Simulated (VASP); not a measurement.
Set up this calculation in VASP 6.6.1, as the native input.

```
Task                   : relaxation of the atoms
Functional             : PBEsol
Potentials or basis    : VASP PAW PBE potentials, release 64 (K_sv, Cd, Zn, F)
Cutoff                 : 520 eV
k mesh                 : 1 × 1 × 1, shifted
Occupations            : fermi-dirac, width 0.05 eV
Spin                   : no spin polarisation
Dipole correction      : no
Further INCAR settings : LREAL = Auto; ALGO = Normal; EDIFF = 1e-06; ISYM = 0; IBRION = 2; EDIFFG = -0.03; NSW = 100
```

The structure of K3Zn4CdF12 (a cell with a defect) lies in POSCAR:

```
K3Zn4CdF12
1.0
    8.1045260000      0.0000000000      0.0000000000
    0.0000000000      8.1045260000      0.0000000000
    0.0000000000      0.0000000000      8.1045260000
K Cd Zn F
6 2 8 24
Direct
    0.9978890000      0.0008240000      0.9996990000
    0.9973150000      0.0021050000      0.5042340000
    0.9971510000      0.5007860000      0.0020960000
    0.4997460000      0.9998820000      0.9961370000
    0.5058590000      0.9975180000      0.4966640000
    0.5036510000      0.5024330000      0.9986750000
    0.0011790000      0.4970020000      0.5038560000
    0.4995390000      0.5032660000      0.5025110000
    0.2525640000      0.2511540000      0.2498850000
    0.2529300000      0.2547290000      0.7504220000
    0.2478550000      0.7464170000      0.2523540000
    0.2495660000      0.7513070000      0.7520850000
    0.7488300000      0.2456320000      0.2545190000
    0.7492260000      0.2476240000      0.7526190000
    0.7473560000      0.7494250000      0.2499880000
    0.7480320000      0.7511360000      0.7498910000
    0.2444530000      0.2469970000      0.0026660000
    0.2485140000      0.2505590000      0.5014280000
    0.2461690000      0.7505600000      0.9970050000
    0.2505990000      0.7460620000      0.5010590000
    0.7515200000      0.2499240000      0.0007040000
    0.7508960000      0.2445230000      0.5025600000
    0.7550530000      0.7495060000      0.9987840000
    0.7499530000      0.7531760000      0.5037230000
    0.9980530000      0.2491230000      0.2505060000
    0.0016800000      0.2481680000      0.7451620000
    0.9973400000      0.7464590000      0.2483930000
    0.0000830000      0.7494360000      0.7501530000
    0.4991680000      0.2501130000      0.2526320000
    0.5005780000      0.2491850000      0.7487890000
    0.5054840000      0.7496370000      0.2517330000
    0.5047820000      0.7468360000      0.7504910000
    0.2513710000      0.0006570000      0.2510760000
    0.2442880000      0.9991840000      0.7483930000
    0.2506540000      0.4969510000      0.2503540000
    0.2479510000      0.5027180000      0.7489840000
    0.7510020000      0.0004560000      0.2494280000
    0.7513910000      0.9987370000      0.7514530000
    0.7457690000      0.4994690000      0.2462040000
    0.7530680000      0.4992700000      0.7482930000
```

The input as run:

INCAR

```
SYSTEM = K3Zn4CdF12
PREC = Accurate ; ENCUT = 520
EDIFF = 1E-6 ; ISMEAR = -1
SIGMA = 0.05 ; LREAL = Auto
LASPH = .TRUE. ; NELM = 80
ALGO = Normal ; ISIF = 2
LWAVE = .FALSE. ; LCHARG = .FALSE.
GGA = PS ; IBRION = 2
NSW = 100 ; EDIFFG = -0.03
ISYM = 0 ; LUSENCCL = .FALSE.
```

KPOINTS

```
Automatic mesh
0
Gamma
  1 1 1
  0.25 0.25 0.25
```

Potentials or basis: VASP PAW PBE potentials, release 64 (K_sv, Cd, Zn, F).

The run is started by

```bash
$ cat potpaw_PBE.64/K_sv/POTCAR potpaw_PBE.64/Cd/POTCAR potpaw_PBE.64/Zn/POTCAR potpaw_PBE.64/F/POTCAR > POTCAR
$ mpirun -np 1 vasp_std > vasp.out
```

It gave:

* Energy gained by relaxing: 3.1 meV/atom
* Ionic steps: 10
* Pressure after relaxing: 0.4 GPa
* Largest force after relaxing: 0.020 eV/Å
* Band gap on the k mesh: 0.64 eV

Caveat: the k points lie up to 0.78 Å⁻¹ apart; the PAW data sets were made with another functional, which shifts forces and pressure a little.

Run time: 10 min on 1 × NVIDIA H100 80GB with 1 thread of Intel(R) Xeon(R) Platinum 8481C CPU @ 2.70GHz (Sapphire Rapids), with other jobs on the host, peak memory 1.6 GiB.
